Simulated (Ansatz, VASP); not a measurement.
# Two plane-wave programs on ZnO

File INCAR:

```
SYSTEM = ZnO
PREC = Accurate ; ENCUT = 520
EDIFF = 1E-6 ; ISMEAR = 0
SIGMA = 0.05 ; LREAL = .False.
LASPH = .True. ; NELM = 100
ALGO = Normal ; ISIF = 2
LWAVE = .False. ; LCHARG = .False.
GGA = PS ; NBANDS = 26
```

KPOINTS

```
regular mesh
0
Gamma
  9 9 4
  0 0 0
```

POSCAR

```
ZnO
1.0
    3.2386476513      0.0000000000      0.0000000000
   -1.6193238256      2.8047511399      0.0000000000
    0.0000000000      0.0000000000      7.3443545905
Zn O
2 2
Direct
    0.0000000000      0.0000000000      0.7500000000
    0.0000000000      0.0000000000      0.2500000000
    0.3333333333      0.6666666667      0.2500000000
    0.6666666667      0.3333333333      0.7500000000
```

Input for Ansatz:

```yaml
crystal:
  lattice:
    - [3.2386476513, 0.0, 0.0]
    - [-1.6193238256, 2.8047511399, 0.0]
    - [0.0, 0.0, 7.3443545905]
  atoms:
    - { symbol: Zn, position: [0.0, 0.0, 0.75] }
    - { symbol: Zn, position: [0.0, 0.0, 0.25] }
    - { symbol: O, position: [0.3333333333, 0.6666666667, 0.25] }
    - { symbol: O, position: [0.6666666667, 0.3333333333, 0.75] }
basis:
  ecutwfc: 420
kpoints:
  mp_grid: { grid: [9, 9, 4] }
hamiltonian:
  xc: pbesol
scf:
  occupations: { method: gaussian, width: 0.05 }
output:
  forces: true
  stress: true
  eigenvalues: true
```

Change from the starting cell: strain -0.015 along x and y, +0.030 along z, atoms carried along.

Alike in both runs: task single point; functional PBEsol; k mesh 9 × 9 × 4; occupations gaussian, width 0.05 eV; no spin polarisation.

|  | VASP | Ansatz |
| --- | --- | --- |
| version | VASP 6.6.1 | Ansatz 0.2.0 |
| potentials or method | VASP PAW PBE potentials, release 64 (Zn, O), cutoff 520 eV | scalar-relativistic, plane waves, PAW |
| valence electrons in the cell | 36 | 36 |

|  | VASP | Ansatz | Ansatz less VASP |
| --- | --- | --- | --- |
| gap on the k mesh at the Fermi level (eV) | 0.80 | 0.80 | -0.003 |
| least direct gap on the mesh (eV) | 0.80 | 0.80 | -0.003 |
| pressure (GPa) | 0.3 | -0.4 | -0.79 |
| traceless stress, the component that is largest in VASP (GPa) | -1.13 | -0.29 | +0.842 |

VASP's potentials were made for PBE, not for PBEsol.
